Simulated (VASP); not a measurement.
Here is a VASP 6.6.1 calculation.

File INCAR:

```
PREC = Accurate
ENCUT = 520
EDIFF = 1E-6
ISMEAR = 0
SIGMA = 0.15
LREAL = False
LASPH = True
NELM = 80
ALGO = Normal
ISIF = 2
LWAVE = False
LCHARG = False
GGA = PS
NBANDS = 21
```

Contents of KPOINTS:

```
regular mesh
0
Gamma
  20 20 20
```

The input POSCAR:

```
Ge
1.0
   -2.5744897190      2.5744897190      1.5371539075
    2.5744897190     -2.5744897190      1.5371539075
    2.5744897190      2.5744897190     -1.5371539075
Ge
2
Direct
    0.2500000000      0.7500000000      0.5000000000
    0.5000000000      0.5000000000      0.0000000000
```

Potentials or basis: VASP PAW PBE potentials, release 64 (Ge_d).

Launch:

```console
$ cat potpaw_PBE.64/Ge_d/POTCAR > POTCAR
$ mpirun -np 1 vasp_std > vasp.out
```

(1) What does it give for the band gap on the k mesh?

(2) Estimate the pressure.

Results:

(1) zero (band 14 reaches 7.76 eV, above the bottom of band 15 at 2.57 eV).

(2) -5.9 GPa.

Caveat: the cell differs from its parent crystal (strain +0.1000 x Voigt [0, 0, 1, 0, 0, 0]); the PAW data sets were made with another functional, which shifts forces and pressure a little.
